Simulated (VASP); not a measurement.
Crystal: SrCl2.

```
Sr Cl
1.0
     0.00000    3.48835    3.48835
     3.48835    0.00000    3.48835
     3.48835    3.48835    0.00000
Sr Cl
1 2
Direct
  0.00000 0.00000 0.00000
  0.75000 0.75000 0.75000
  0.25000 0.25000 0.25000
```

Base run:

* Program: VASP 6.6.1
* Functional: r2SCAN
* Potentials or basis: VASP PAW PBE potentials, release 64 (Sr_sv, Cl)
* Cutoff: 520 eV
* k mesh: 6 × 6 × 6
* Occupations: gaussian, width 0.01 eV
* Spin: no spin polarisation

Its results: band gap on the k mesh 5.97 eV (least direct gap 5.99 eV); pressure 0.3 GPa.

Q: After a change of settings the same cell gave: band gap on the k mesh 5.13 eV (least direct gap 5.36 eV); pressure -0.9 GPa. Which change was it?
A. functional from r2SCAN to LDA; potentials or basis from VASP PAW PBE potentials, release 64 (Sr_sv, Cl) to VASP PAW LDA potentials, release 64 (Sr_sv, Cl)
B. functional from r2SCAN to PBEsol
C. functional from r2SCAN to PBE0; k mesh from 6 × 6 × 6 to 4 × 4 × 4

A: B.

Caveats: the PAW data sets were made with another functional, which shifts forces and pressure a little.
